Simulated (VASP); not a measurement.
Set up this calculation in VASP 6.6.1, as the native input.

```yaml
Task: single point
Functional: r2SCAN
Potentials_or_basis: VASP PAW PBE potentials, release 64 (Sn_d, Te)
Cutoff: 520 eV
k_mesh: 6 × 6 × 6
Occupations: fermi-dirac, width 0.02 eV
Spin: no spin polarisation
Dipole_correction: no
Further_INCAR_settings: ALGO = Normal; EDIFF = 1e-07; NBANDS = 17
```

Crystal: SnTe.

```
Sn Te
1.0
     0.00000    3.65428    3.65428
     3.65428    0.00000    3.65428
     3.65428    3.65428    0.00000
Sn Te
1 1
Direct
  0.00000 0.00000 0.00000
  0.25000 0.25000 0.25000
```

These files were run (other wordings do the same):

POSCAR

```
SnTe
1.0
    0.0000000000      3.6542760566      3.6542760566
    3.6542760566      0.0000000000      3.6542760566
    3.6542760566      3.6542760566      0.0000000000
Sn Te
1 1
Direct
    0.0000000000      0.0000000000      0.0000000000
    0.2500000000      0.2500000000      0.2500000000
```

INCAR.step1

```
PREC = Accurate
ENCUT = 520
ISMEAR = -1
SIGMA = 0.02
LREAL = F
LASPH = T
NELM = 100
NBANDS = 17
GGA = PE
ALGO = Normal
EDIFF = 1E-4
LWAVE = T
LCHARG = F
```

INCAR.step2

```
PREC = Accurate
ENCUT = 520
EDIFF = 1E-7
ISMEAR = -1
SIGMA = 0.02
LREAL = F
LASPH = T
NELM = 100
ALGO = Normal
ISIF = 2
LWAVE = F
LCHARG = T
METAGGA = R2SCAN
LMIXTAU = T
LELF = T
LVHAR = T
NBANDS = 17
ISTART = 1
```

KPOINTS

```
Automatic mesh
0
Gamma
  6 6 6
```

Potentials or basis: VASP PAW PBE potentials, release 64 (Sn_d, Te).

Command:

```console
$ cat potpaw_PBE.64/Sn_d/POTCAR potpaw_PBE.64/Te/POTCAR > POTCAR
$ cp INCAR.step1 INCAR
$ mpirun -np 1 vasp_std > vasp.out
$ cp INCAR.step2 INCAR
$ mpirun -np 1 vasp_std > vasp.out
```

Results of the run:

The pressure is -1.4 GPa and the band gap on the k mesh is 0.44 eV (least direct gap 0.94 eV).

Caveat: the PAW data sets were made with another functional, which shifts forces and pressure a little; spin-orbit coupling is left out, which moves the levels of the heavy elements.

Run time: 3.4 min on 1 thread of Intel Xeon 8259CL (shared host), peak memory 0.27 GiB.
